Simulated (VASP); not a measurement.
The system is Ga2P.

```xyz
6
Lattice="4.5298 0.0000 0.0000 -2.2649 3.9229 0.0000 0.0000 0.0000 5.5243" Properties=species:S:1:pos:R:3 pbc="T T T"
Ga    0.0000    0.0000    2.7622
Ga    0.0000    0.0000    0.0000
Ga    2.2649    1.3076    1.3811
Ga    0.0000    2.6153    4.1432
P     2.2649    1.3076    4.1432
P     0.0000    2.6153    1.3811
```

The cell was built from a structure type or drawn by symmetry, and may not be a known phase.

| Property | Result |
| --- | --- |
| Program | VASP 6.6.1 |
| Task | relaxation of cell and atoms |
| Functional | PBE |
| Potentials or basis | VASP PAW PBE potentials, release 64 (Ga_d, P) |
| Cutoff | 600 eV |
| k mesh | 6 × 6 × 4 |
| Occupations | gaussian, width 0.1 eV |
| Spin | no spin polarisation |

At the start: pressure 5.6 GPa; volume 16.36 Å³/atom.

How do energy, volume and symmetry change on relaxing?

Over 6 steps the energy falls by 21.3 meV/atom and the volume is 17.68 Å³/atom (+8.1 %); space group P6_3/mmc (No. 194, to 0.1 Å) before and after.

Step by step:
```csv
step,energy change (eV),largest force (eV/Å),pressure (GPa),volume (Å³)
1,0.0000,0.0000,5.55,98.17
2,-0.1224,0.0000,-0.33,106.45
3,-0.1227,0.0000,0.06,105.84
4,-0.1227,0.0000,-0.05,106.00
5,-0.1240,0.0000,-0.01,106.03
6,-0.1275,0.0000,-0.07,106.10
```

Final structure:
```
Ga P
1.0
     4.62242    0.00000    0.00000
    -2.31121    4.00313    0.00000
     0.00000    0.00000    5.73376
Ga P
4 2
Direct
  0.00000 0.00000 0.50000
  0.00000 0.00000 0.00000
  0.66667 0.33333 0.25000
  0.33333 0.66667 0.75000
  0.66667 0.33333 0.75000
  0.33333 0.66667 0.25000
```
